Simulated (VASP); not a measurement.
# As (Pm-3m) in VASP: further runs

The runs below take As through density of states, with PBEsol.

Everything below comes from runs of VASP 6.6.1. Logs are shortened: lines on timing, memory, paths and dates and some standing lists are left out, and cuts for length are marked.

### Step 1. The cell of the first run

Symmetry: Pm-3m, No. 221, cubic system. The conventional cell has a = 1.982 Å, b = 1.982 Å, c = 1.982 Å, α = 90.00°, β = 90.00°, γ = 90.00°. Within 2.6 Å of As (site symmetry m-3m) lie 6 As at 1.98 Å.

### Step 2. Density of states, PBEsol (volume scaled by 0.4)

Contents of POSCAR:

```
As
1.0
    1.9823752544      0.0000000000      0.0000000000
    0.0000000000      1.9823752544      0.0000000000
    0.0000000000      0.0000000000      1.9823752544
As
1
Direct
    0.0000000000      0.0000000000      0.0000000000
```

Contents of INCAR.step1:

```
SYSTEM = As
ALGO = Normal ; EDIFF = 1E-7
ENCUT = 520 ; GGA = PS
ISIF = 2 ; ISMEAR = -1
LASPH = .TRUE. ; LCHARG = .TRUE.
LREAL = .FALSE. ; LWAVE = .FALSE.
NBANDS = 8 ; NELM = 100
PREC = Accurate ; SIGMA = 0.05
```

Contents of KPOINTS.step1:

```
k-points
0
G
  14 14 14
  0 0 0
```

Contents of INCAR.step2:

```
SYSTEM = As
ALGO = Normal ; EDIFF = 1E-7
ENCUT = 520 ; GGA = PS
ICHARG = 11 ; ISIF = 2
ISMEAR = -5 ; LASPH = .TRUE.
LCHARG = .FALSE. ; LORBIT = 11
LREAL = .FALSE. ; LWAVE = .FALSE.
NBANDS = 8 ; NEDOS = 1001
NELM = 100 ; PREC = Accurate
SIGMA = 0.05
```

Contents of KPOINTS.step2:

```
k-points
0
G
  21 21 21
  0 0 0
```

Potentials or basis: VASP PAW PBE potentials, release 64 (As).

Launch:

```
$ cat potpaw_PBE.64/As/POTCAR > POTCAR
$ cp INCAR.step1 INCAR
$ cp KPOINTS.step1 KPOINTS
$ mpirun -np 1 vasp_std > vasp.out
$ cp INCAR.step2 INCAR
$ cp KPOINTS.step2 KPOINTS
$ mpirun -np 1 vasp_std > vasp.out
```

OUTCAR:

```text
SYSTEM = As
   EDIFF = 1E-7
   ENCUT = 520
   GGA = PS
   ICHARG = 11
   ISIF = 2
   ISMEAR = -5
   LASPH = .TRUE.
   LORBIT = 11
   LREAL = .FALSE.
   NELM = 100
   PREC = Accurate

 ion  position               nearest neighbor table
   1  0.000  0.000  0.000-

  LATTYP: Found a simple cubic cell.
 ALAT       =     1.9823752544

  Lattice vectors:

 A1 = (   1.9823752544,   0.0000000000,   0.0000000000)
 A2 = (   0.0000000000,   1.9823752544,   0.0000000000)
 A3 = (   0.0000000000,   0.0000000000,   1.9823752544)

Analysis of symmetry for initial positions (statically):
=====================================================================
 Subroutine PRICEL returns:
 Original cell was already a primitive cell.

 Routine SETGRP: Setting up the symmetry group for a
 simple cubic supercell.

 Subroutine GETGRP returns: Found 48 space group operations
 (whereof 48 operations were pure point group operations)
 out of a pool of 48 trial point group operations.

The static configuration has the point symmetry O_h .

Analysis of symmetry for dynamics (positions and initial velocities):
=====================================================================
 Subroutine PRICEL returns:
 Original cell was already a primitive cell.

 Routine SETGRP: Setting up the symmetry group for a
 simple cubic supercell.

 Subroutine GETGRP returns: Found 48 space group operations
 (whereof 48 operations were pure point group operations)
 out of a pool of 48 trial point group operations.

The dynamic configuration has the point symmetry O_h .

 Subroutine INISYM returns: Found 48 space group operations
 (whereof 48 operations are pure point group operations),
 and found     1 'primitive' translations

----------------------------------------------------------------------------------------

                                     Primitive cell

  volume of cell :       7.7904

  direct lattice vectors                    reciprocal lattice vectors
     1.982375254  0.000000000  0.000000000     0.504445361  0.000000000  0.000000000
     0.000000000  1.982375254  0.000000000     0.000000000  0.504445361  0.000000000
     0.000000000  0.000000000  1.982375254     0.000000000  0.000000000  0.504445361

  length of vectors
     1.982375254  1.982375254  1.982375254     0.504445361  0.504445361  0.504445361

  position of ions in fractional coordinates (direct lattice)
     0.000000000  0.000000000  0.000000000

  ion indices of the primitive-cell ions
   primitive index   ion index
                 1           1

----------------------------------------------------------------------------------------

 KPOINTS: k-points

Automatic generation of k-mesh.
 Grid dimensions read from file:
 generate k-points for:   21   21   21

 Generating k-lattice:

  Cartesian coordinates                     Fractional coordinates (reciprocal lattice)
     0.024021208  0.000000000  0.000000000     0.047619048  0.000000000  0.000000000
     0.000000000  0.024021208  0.000000000     0.000000000  0.047619048  0.000000000
     0.000000000  0.000000000  0.024021208     0.000000000  0.000000000  0.047619048

  Length of vectors
     0.024021208  0.024021208  0.024021208

  Shift w.r.t. Gamma in fractional coordinates (k-lattice)
     0.000000000  0.000000000  0.000000000

 TETIRR: Found   4601 inequivalent tetrahedra from    55566

 Subroutine IBZKPT returns following result:
 ===========================================

 Found    286 irreducible k-points:

 Following reciprocal coordinates:
            Coordinates               Weight
  0.000000  0.000000  0.000000      1.000000
  0.047619  0.000000  0.000000      6.000000
  0.095238  0.000000  0.000000      6.000000
  0.142857  0.000000  0.000000      6.000000
  0.190476  0.000000  0.000000      6.000000
  0.238095  0.000000  0.000000      6.000000
[... 16 lines left out ...]
  0.142857  0.095238  0.000000     24.000000
  0.190476  0.095238  0.000000     24.000000
 [... further k-points ...]
   k-points           NKPTS =    286   k-points in BZ     NKDIM =    286   number of bands    NBANDS=      8
   number of dos      NEDOS =   1001   number of ions     NIONS =      1
   total plane-waves  NPLWV =   4096
   dimension x,y,z NGX =    16 NGY =   16 NGZ =   16
   dimension x,y,z NGXF=    32 NGYF=   32 NGZF=   32
   ions per type =               1
   NGX,Y,Z   is equivalent  to a cutoff of  13.42, 13.42, 13.42 a.u.
   NGXF,Y,Z  is equivalent  to a cutoff of  26.84, 26.84, 26.84 a.u.
 SYSTEM =  As
   PREC   = accura    normal or accurate (medium, high low for compatibility)
   ISTART =      0    job   : 0-new  1-cont  2-samecut
   ICHARG =     11    charge: 1-file 2-atom 10-const
   ISPIN  =      1    spin polarized calculation?
   LNONCOLLINEAR =      F non collinear calculations
   LSORBIT =      F    spin-orbit coupling
   LASPH  =      T    aspherical Exc in radial PAW
   ENCUT  =  520.0 eV  38.22 Ry    6.18 a.u.   3.69  3.69  3.69*2*pi/ulx,y,z
   NELM   =    100;   NELMIN=  2; NELMDL=  0     # of ELM steps
   EDIFF  = 0.1E-06   stopping-criterion for ELM
   LREAL  =      F    real-space projection
   EDIFFG = 0.1E-05   stopping-criterion for IOM
   NSW    =      0    number of steps for IOM
   IBRION =     -1    ionic relax: 0-MD 1-quasi-New 2-CG
   NFREE  =      0    steps in history (QN), initial steepest desc. (CG)
   ISIF   =      2    stress and relaxation
   ISYM   =      2    0-nonsym 1-usesym 2-fastsym
   POTIM  = 0.5000    time-step for ionic-motion
   TEBEG  =    0.0;   TEEND  =   0.0 temperature during run
   PSTRESS=    0.0 pullay stress
   NELECT =       5.0000    total number of electrons
   NUPDOWN=      -1.0000    fix difference up-down
   EMIN   =  10.00;   EMAX   =-10.00  energy-range for DOS
   EFERMI =   0.00;   METHOD = LEGACY
   ISMEAR =    -5;   SIGMA  =   0.05  broadening in eV -4-tet -1-fermi 0-gaus
   EFERMI_NEDOS =   21; number of points for ismear=-14 and -15
   IALGO  =     38    algorithm
   IMIX   =      4    mixing-type and parameters
     AMIX     =   0.40;   BMIX     =  1.00
     AMIX_MAG =   1.60;   BMIX_MAG =  1.00
  volume/ion in A,a.u.               =       7.79        52.57
  Fermi-wavevector in a.u.,A,eV,Ry     =   1.412144  2.668565 27.132065  1.994150
  Thomas-Fermi vector in A             =   2.533923
   LORBIT       =     11    0 simple, 1 ext, 2 COOP (PROOUT), +10 PAW based schemes
   GGA     = PS    functional components
   LHFCALC =     F    Hartree Fock is set to
   AEXX    =    0.0000 exact exchange contribution
   IVDW    =     0    specifies the selected vdW correction
   LEPSILON=     F    determine dielectric tensor
   LRPA    =     F    only Hartree local field effects (RPA)
 non-spin polarized calculation
 Fermi weights with tetrahedron method with Bloechl corrections
  energy-cutoff  :      520.00
  volume of cell :        7.79
 maximum number of plane-waves:       220
 NGX is ok and might be reduce to    16

 number of electron       4.9999998 magnetization

 Free energy of the ion-electron system (eV)
  ---------------------------------------------------
  ext. energy  EPLUGINS =         0.00000000
  ---------------------------------------------------
  free energy    TOTEN  =         5.01111706 eV

  energy without entropy =        5.01111706  energy(sigma->0) =        5.01111706

 E-fermi :  21.9767     XC(G=0): -15.0325

 val. band max:       21.9991235973   @ k =   0.4286   0.2857   0.2857
 cond. band min:      22.1133029891   @ k =   0.4762   0.3810   0.1429
 fundamental gap:      0.1141793918
 Fermi energy:        21.9767451546

 k-point     1 :       0.0000    0.0000    0.0000
  band No.  band energies     occupation
      1      -6.3795      2.00000
      2      30.5296      0.00000
      3      30.5296      0.00000
      4      30.5296      0.00000
      5      32.4050      0.00000
      6      32.4050      0.00000
      7      43.2625      0.00000
      8      62.6845      0.00000

 k-point     2 :       0.0476    0.0000    0.0000
  band No.  band energies     occupation
      1      -6.2903      2.00000
      2      28.4203      0.00000
      3      30.6297      0.00000
      4      30.6297      0.00000
      5      32.4654      0.00000
      6      34.2559      0.00000
      7      43.6517      0.00000
      8      60.6714      0.00000

 k-point     3 :       0.0952    0.0000    0.0000
  band No.  band energies     occupation
      1      -6.0225      2.00000
      2      25.5113      0.00000
      3      30.9279      0.00000
      4      30.9279      0.00000
      5      32.6469      0.00000
      6      36.3179      0.00000
      7      44.8872      0.00000
      8      58.3281      0.00000

 k-point     4 :       0.1429    0.0000    0.0000
  band No.  band energies     occupation
      1      -5.5748      2.00000
      2      22.5573      0.46277
      3      31.4198      0.00000
      4      31.4198      0.00000
      5      32.9510      0.00000
      6      37.8023      0.00000
      7      46.9921      0.00000
      8      55.4465      0.00000

 k-point     5 :       0.1905    0.0000    0.0000
  band No.  band energies     occupation
      1      -4.9457      2.00000
      2      19.6470      2.12336
      3      32.0972      0.00000
      4      32.0972      0.00000
      5      33.3785      0.00000
      6      38.8226      0.00000
      7      49.7345      0.00000
      8      52.7799      0.00000
[... 177 lines left out ...]
 k-point    22 :       0.0952    0.0952    0.0000
  band No.  band energies     occupation
      1      -5.6652      2.00000
      2      25.0954      0.00000
      3      26.8042      0.00000
      4      31.3250      0.00000
      5      34.8500      0.00000
      6      38.6353      0.00000
      7      46.0240      0.00000
      8      53.5959      0.00000

 k-point    23 :       0.1429    0.0952    0.0000
  band No.  band energies     occupation
      1      -5.2174      2.00000
      2      22.7248      0.36657
      3      26.6702      0.00000
      4      31.8152      0.00000
      5      35.3662      0.00000
      6      40.3312      0.00000
      7      47.6344      0.00000
      8      51.1699      0.00000

 k-point    24 :       0.1905    0.0952    0.0000
  band No.  band energies     occupation
      1      -4.5885      2.00000
      2      19.9087      2.11168
      3      27.1848      0.00000
      4      32.4903      0.00000
      5      35.8827      0.00000
      6      41.5595      0.00000
      7      48.3696      0.00000
      8      50.4313      0.00000

 [... further k-points ...]

------------------------ aborting loop because EDIFF is reached ----------------------------------------

  FORCE on cell =-STRESS in cart. coord.  units (eV):
  Direction    XX          YY          ZZ          XY          YZ          ZX
  --------------------------------------------------------------------------------------
  -------------------------------------------------------------------------------------
  Total       30.8055403     30.8055403     30.8055403     -0.0000000     -0.0000000      0.0000000
  in kB     6335.5133307   6335.5133307   6335.5133307     -0.0000000     -0.0000000      0.0000000
  external PRESSURE =    6335.5133307 kB  Pullay stress =       0.0000000 kB

 VOLUME and BASIS-vectors are now :
 -----------------------------------------------------------------------------
  energy-cutoff  :      520.00
  volume of cell :        7.79
      direct lattice vectors                 reciprocal lattice vectors
     1.982375254  0.000000000  0.000000000     0.504445361  0.000000000  0.000000000
     0.000000000  1.982375254  0.000000000     0.000000000  0.504445361  0.000000000
     0.000000000  0.000000000  1.982375254     0.000000000  0.000000000  0.504445361

 POSITION                                       TOTAL-FORCE (eV/Angst)
 -----------------------------------------------------------------------------------
      0.00000      0.00000      0.00000         0.000000      0.000000      0.000000
 -----------------------------------------------------------------------------------
    total drift:                               -0.000000     -0.000000      0.000000

  FREE ENERGIE OF THE ION-ELECTRON SYSTEM (eV)
  ---------------------------------------------------
  free  energy   TOTEN  =         5.0111170566 eV

  energy  without entropy=        5.0111170566  energy(sigma->0) =        5.01111706

 total charge

# of ion       s       p       d       tot
------------------------------------------
    1        1.365   2.345   0.598   4.307
```

It took 8.2 s on 1 thread of Intel Xeon 6975P-C (Granite Rapids), shared host; peak memory 0.12 GiB.

Results:

```
Valence electrons inside the program's atomic spheres : As 4.31
```

Levels at points of the mesh, in eV from the Fermi level:
| k point | band 1 | band 2 | band 3 | band 4 | band 5 | band 6 |
| --- | --- | --- | --- | --- | --- | --- |
| (0.00, 0.00, 0.00) | -28.36 | 8.55 | 8.55 | 8.55 | 10.43 | 10.43 |

Caveat: the cell differs from its parent crystal (volume scaled by 0.4); the PAW data sets were made with another functional, which shifts forces and pressure a little; tetrahedron occupations give inexact forces and stress in metals.

### Step 3. Density of states, PBEsol

This run uses another cell than the first one, of 19.48 Å³/atom, 2.500 times its volume.

Contents of POSCAR:

```
As
1.0
    2.6904971566      0.0000000000      0.0000000000
    0.0000000000      2.6904971566      0.0000000000
    0.0000000000      0.0000000000      2.6904971566
As
1
Direct
    0.0000000000      0.0000000000      0.0000000000
```

Contents of INCAR.step1:

```
SYSTEM = As
PREC     = Accurate       ! precision mode
ENCUT    = 520            ! plane-wave cutoff, eV
EDIFF    = 1E-7           ! SCF threshold, eV
ISMEAR   = -1             ! smearing method
SIGMA    = 0.05           ! smearing width, eV
LREAL    = .False.        ! projectors in reciprocal space
LASPH    = .True.         ! aspherical terms in the spheres
NELM     = 100            ! most SCF steps
ALGO     = Normal         ! electronic algorithm
ISIF     = 2              ! what is computed and relaxed
LWAVE    = .False.        ! write WAVECAR
LCHARG   = .True.         ! write CHGCAR
GGA      = PS             ! functional
NBANDS   = 8              ! bands
```

Contents of KPOINTS.step1:

```
Automatic mesh
0
Gamma
  14 14 14
  0 0 0
```

Contents of INCAR.step2:

```
SYSTEM = As
PREC     = Accurate       ! precision mode
ENCUT    = 520            ! plane-wave cutoff, eV
EDIFF    = 1E-7           ! SCF threshold, eV
ISMEAR   = -5             ! smearing method
SIGMA    = 0.05           ! smearing width, eV
LREAL    = .False.        ! projectors in reciprocal space
LASPH    = .True.         ! aspherical terms in the spheres
NELM     = 100            ! most SCF steps
ALGO     = Normal         ! electronic algorithm
ISIF     = 2              ! what is computed and relaxed
LWAVE    = .False.        ! write WAVECAR
LCHARG   = .False.        ! write CHGCAR
GGA      = PS             ! functional
LORBIT   = 11             ! projections on sites
NBANDS   = 8              ! bands
NEDOS    = 1001           ! points of the DOS
ICHARG   = 11             ! starting density
```

Contents of KPOINTS.step2:

```
Automatic mesh
0
Gamma
  21 21 21
  0 0 0
```

Potentials or basis: VASP PAW PBE potentials, release 64 (As).

Launch:

```
$ cat potpaw_PBE.64/As/POTCAR > POTCAR
$ cp INCAR.step1 INCAR
$ cp KPOINTS.step1 KPOINTS
$ mpirun -np 1 vasp_std > vasp.out
$ cp INCAR.step2 INCAR
$ cp KPOINTS.step2 KPOINTS
$ mpirun -np 1 vasp_std > vasp.out
```

Run time: 14 s. Hardware: 1 thread of Intel Xeon 6975P-C (Granite Rapids), shared host; peak memory 0.15 GiB.

The run converged. Its results:

| Property | Result |
| --- | --- |
| Valence electrons inside the program's atomic spheres | As 2.69 |

Levels at points of the mesh, in eV from the Fermi level:
```csv
k point,band 1,band 2,band 3,band 4,band 5
"(0.00, 0.00, 0.00)",-15.17,4.16,4.16,4.16,8.48
```

Caveat: the PAW data sets were made with another functional, which shifts forces and pressure a little; tetrahedron occupations give inexact forces and stress in metals.
